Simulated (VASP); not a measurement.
# Ta2N: single point with PBE

Crystal: Ta2N.

```
CELL_PARAMETERS angstrom
3.11286 0.00000 0.00000
-1.55643 2.69582 0.00000
0.00000 0.00000 4.86984
ATOMIC_POSITIONS crystal
Ta 0.66667 0.33333 0.74529
Ta 0.33333 0.66667 0.25471
N 0.00000 0.00000 0.00000
```

* Program: VASP 6.6.1
* Task: single point
* Functional: PBE
* Potentials or basis: VASP PAW PBE potentials, release 64 (Ta_sv_GW, N)
* Cutoff: 700 eV
* k mesh: 2 × 2 × 1
* Occupations: gaussian, width 0.1 eV
* Spin: no spin polarisation

```yaml
Pressure: 3.5 GPa
Largest_force: 1.264 eV/Å
Band_gap_on_the_k_mesh: zero (an odd number of electrons rules out a gap without spin polarisation)
```

Forces in eV/Å, atoms in the order of the input:
```
Ta   0.000  0.000  1.264
Ta   0.000  0.000 -1.264
N    0.000  0.000  0.000
```

Stress tensor (GPa, compression positive):
```
3.14 0.00 0.00
0.00 3.14 0.00
0.00 0.00 4.33
```

Levels at points of the mesh, in eV from the Fermi level:
| k point | band 11 | band 12 | band 13 | band 14 | band 15 | band 16 | band 17 | band 18 | band 19 | band 20 |
| --- | --- | --- | --- | --- | --- | --- | --- | --- | --- | --- |
| (0.00, 0.00, 0.00) | -6.29 | -6.29 | -5.24 | -0.91 | -0.53 | -0.53 | 0.03 | 0.03 | 0.04 | 0.89 |
| (0.50, 0.00, 0.00) | -6.73 | -6.60 | -4.83 | -2.88 | -1.62 | 1.49 | 1.63 | 3.44 | 3.72 | 3.91 |

Run time: 12 s on 1 thread of Intel(R) Xeon(R) Platinum 8259CL CPU @ 2.50GHz (Skylake/Cascade Lake), with other jobs on the host, peak memory 0.18 GiB.

Caveat: the k points lie up to 1.29 Å⁻¹ apart, too coarse for converged energies and pressures of a metal; spin-orbit coupling is left out, which moves the levels of the heavy elements; forces of over 1 eV/Å act on the atoms, so gaps and moduli don't describe the material at rest.
